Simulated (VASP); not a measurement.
Wanted: the native input for a VASP 6.6.1 run.

```
Task                   : single point
Functional             : PBE
Potentials or basis    : VASP PAW PBE potentials, release 64 (Li_sv, Cl)
Cutoff                 : 520 eV
k mesh                 : 4 × 4 × 4
Occupations            : gaussian, width 0.1 eV
Spin                   : no spin polarisation
Dipole correction      : no
Further INCAR settings : ALGO = Normal; EDIFF = 1e-06; NBANDS = 36
```

The structure of LiCl lies in POSCAR:

```
LiCl
1.0
   -3.7462337522      3.7462337522      4.9029240192
    3.7462337522     -3.7462337522      4.9029240192
    3.7462337522      3.7462337522     -4.9029240192
Li Cl
5 5
Direct
    0.1742897437      0.4318918153      0.0000000000
    0.5681081847      0.5681081847      0.7423979284
    0.0000000000      0.0000000000      0.0000000000
    0.8257102563      0.8257102563      0.2576020716
    0.4318918153      0.1742897437      0.0000000000
    0.3319783230      0.3319783230      0.3106806781
    0.9787023550      0.6680216770      0.0000000000
    0.6680216770      0.9787023550      0.0000000000
    0.0212976450      0.0212976450      0.6893193219
    0.5000000000      0.5000000000      0.0000000000
```

The cell was generated, and may not be a known phase.

One way to write it, as run:

INCAR

```
SYSTEM = LiCl
PREC     = Accurate       ! precision mode
ENCUT    = 520            ! plane-wave cutoff, eV
EDIFF    = 1E-6           ! SCF threshold, eV
ISMEAR   = 0              ! smearing method
SIGMA    = 0.1            ! smearing width, eV
LREAL    = .False.        ! projectors in reciprocal space
LASPH    = .True.         ! aspherical terms in the spheres
NELM     = 100            ! most SCF steps
ALGO     = Normal         ! electronic algorithm
ISIF     = 2              ! what is computed and relaxed
LWAVE    = .False.        ! write WAVECAR
LCHARG   = .False.        ! write CHGCAR
GGA      = PE             ! functional
NBANDS   = 36             ! bands
```

KPOINTS

```
Automatic mesh
0
Gamma
  4 4 4
  0 0 0
```

Potentials or basis: VASP PAW PBE potentials, release 64 (Li_sv, Cl).

The run is started by

```bash
$ cat potpaw_PBE.64/Li_sv/POTCAR potpaw_PBE.64/Cl/POTCAR > POTCAR
$ mpirun -np 1 vasp_std > vasp.out
```

Results of the run:

The largest force is 0.011 eV/Å. The band gap on the k mesh is 5.61 eV (least direct gap 5.62 eV).

Wall time 2.4 min on 1 thread of Intel(R) Xeon(R) Platinum 8488C (Sapphire Rapids), on a shared host, peak memory 0.42 GiB.
